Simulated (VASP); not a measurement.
Set up this calculation in VASP 6.6.1, as the native input.

```yaml
Task: single point
Functional: PBE
Potentials_or_basis: VASP PAW PBE potentials, release 64 (Ca_sv, Au)
Cutoff: 520 eV
k_mesh: 8 × 8 × 8
Occupations: gaussian, width 0.1 eV
Spin: no spin polarisation
Dipole_correction: no
Further_INCAR_settings: ALGO = Fast; EDIFF = 1e-07; NBANDS = 34
```

The structure of Ca4Au lies in POSCAR:

```
Ca4Au
1.0
    5.8022476415      0.0000000000      0.0000000000
    0.0000000000      5.8022476415      0.0000000000
    0.0000000000      0.0000000000      5.8022476415
Ca Au
4 1
Direct
    0.5000000000      0.0000000000      0.0000000000
    0.0000000000      0.5000000000      0.0000000000
    0.0000000000      0.0000000000      0.5000000000
    0.5000000000      0.5000000000      0.5000000000
    0.0000000000      0.0000000000      0.0000000000
```

The cell was built from a structure type or drawn by symmetry, and may not be a known phase.

These files were run (other wordings do the same):

INCAR

```
ALGO = Fast
EDIFF = 1E-7
ENCUT = 520
GGA = PE
ISIF = 2
ISMEAR = 0
LASPH = True
LCHARG = True
LELF = True
LREAL = False
LVHAR = True
LWAVE = False
NBANDS = 34
NELM = 100
PREC = Accurate
SIGMA = 0.1
```

KPOINTS

```
k-points
0
Gamma
  8 8 8
```

Potentials or basis: VASP PAW PBE potentials, release 64 (Ca_sv, Au).

The run is started by

```bash
$ cat potpaw_PBE.64/Ca_sv/POTCAR potpaw_PBE.64/Au/POTCAR > POTCAR
$ mpirun -np 1 vasp_std > vasp.out
```

Results of the run:

```yaml
Pressure: 0.0 GPa
Band_gap_on_the_k_mesh: zero (an odd number of electrons rules out a gap without spin polarisation)
```

Caveat: spin-orbit coupling is left out, which moves the levels of the heavy elements.

Run time: 4.3 min on 1 thread of Intel(R) Xeon(R) 6975P-C (Granite Rapids), on a shared host, peak memory 0.44 GiB.
